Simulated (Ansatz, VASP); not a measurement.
**One calculation of Ag, two programs**

```
Ag
1.0
     0.00000    2.05190    2.05190
     2.05190    0.00000    2.05190
     2.05190    2.05190    0.00000
Ag
1
Direct
  0.00000 0.00000 0.00000
```

Alike in both runs: task single point; functional r2SCAN; k mesh 14 × 14 × 14; occupations fermi-dirac, width 0.1 eV; no spin polarisation.

|  | VASP | Ansatz |
| --- | --- | --- |
| version | VASP 6.6.1 | Ansatz 0.2.0 |
| potentials or method | VASP PAW PBE potentials, release 64 (Ag), cutoff 520 eV | plane waves (500 eV) with PAW, scalar-relativistic |
| valence electrons in the cell | 11 | 19 |

|  | VASP | Ansatz | Ansatz less VASP |
| --- | --- | --- | --- |
| pressure (GPa) | 0.2 | 0.1 | -0.13 |

VASP's potentials were made for PBE, not for r2SCAN. The functional is the same, so the differences come from potentials, cutoffs and numerics. VASP's potentials hold 11 valence electrons a cell and Ansatz's 19, so a difference there can come from the potentials and not from the codes.
